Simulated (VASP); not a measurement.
Here is a VASP 6.6.1 calculation.

File INCAR:

```
PREC = Accurate ; ENCUT = 520
EDIFF = 1E-6 ; ISMEAR = -1
SIGMA = 0.05 ; LREAL = F
LASPH = T ; NELM = 150
ALGO = Normal ; ISIF = 2
LWAVE = F ; LCHARG = T
LMAXMIX = 4 ; LDAU = T
LDAUTYPE = 2 ; LDAUL = -1 2 -1
LDAUU = 0 2 0 ; LDAUJ = 0 0 0
LDAUPRINT = 1 ; GGA = PE
LELF = T ; LVHAR = T
NBANDS = 28
```

KPOINTS

```
regular mesh
0
Gamma
  7 6 7
```

The input POSCAR:

```
BaTiO3
1.0
    3.7288979900     -0.4219254500      0.0223674800
   -0.2844733300      3.2754742700      3.1100811900
    0.3164270400     -2.7537071700      2.5899183700
Ba Ti O
1 1 3
Direct
    0.0036372600      0.9972694200      0.9985015400
    0.5002452300      0.5116078500      0.5101821300
    0.9983542100      0.4928168200      0.4950359800
    0.4999067000      0.5015397800      0.9945381500
    0.4978566000      0.9929861300      0.4979621900
```

Potentials or basis: VASP PAW PBE potentials, release 64 (Ba_sv, Ti_sv, O).

Command:

```sh
$ cat potpaw_PBE.64/Ba_sv/POTCAR potpaw_PBE.64/Ti_sv/POTCAR potpaw_PBE.64/O/POTCAR > POTCAR
$ mpirun -np 1 vasp_std > vasp.out
```

What does it give for the largest force?

0.672 eV/Å.

What does it give for the band gap on the k mesh?

0.69 eV (least direct gap 0.80 eV).

Predict the pressure.

21.8 GPa.

Forces in eV/Å, atoms in the order of the input:
```
Ba  -0.058  0.069  0.356
Ti  -0.190  0.638  0.034
O    0.123  0.007 -0.170
O   -0.088 -0.240  0.207
O    0.213 -0.474 -0.427
```

Caveat: the stress differs along the axes, from 10 to 35 GPa; semilocal functionals underestimate gaps, and a narrow one can read as zero; spin-orbit coupling is left out, which moves the levels of the heavy elements. A k mesh can miss the band edges.
